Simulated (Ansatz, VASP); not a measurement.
# TiB2 in VASP and in Ansatz

```
Ti B
1.0
     2.99391    0.00000    0.00000
    -1.49695    2.59280    0.00000
     0.00000    0.00000    3.15963
Ti B
1 2
Cartesian
  0.0000 0.0000 0.0000
  0.0000 1.7285 1.5798
  1.4970 0.8643 1.5798
```

Alike in both runs: functional LDA; k mesh 12 × 12 × 10; occupations fermi-dirac, width 0.05 eV; no spin polarisation.

Ansatz relaxed the structure, and its values are those at the end. VASP's run is a single point on that final structure, the one shown.

|  | VASP | Ansatz |
| --- | --- | --- |
| version | VASP 6.6.1 | Ansatz 0.2.0 |
| potentials or method | VASP PAW LDA potentials, release 64 (Ti_sv, B) | PAW with Ansatz's default frozen-core files, scalar-relativistic |
| plane-wave cutoff (eV) | 520 | 420 |
| valence electrons in the cell | 18 | 18 |

|  | VASP | Ansatz | Ansatz less VASP |
| --- | --- | --- | --- |
| pressure (GPa) | 0.7 | 0.0 | -0.65 |

LDA's correlation is that of Perdew and Zunger in VASP and of Perdew and Wang (1992) in Ansatz.
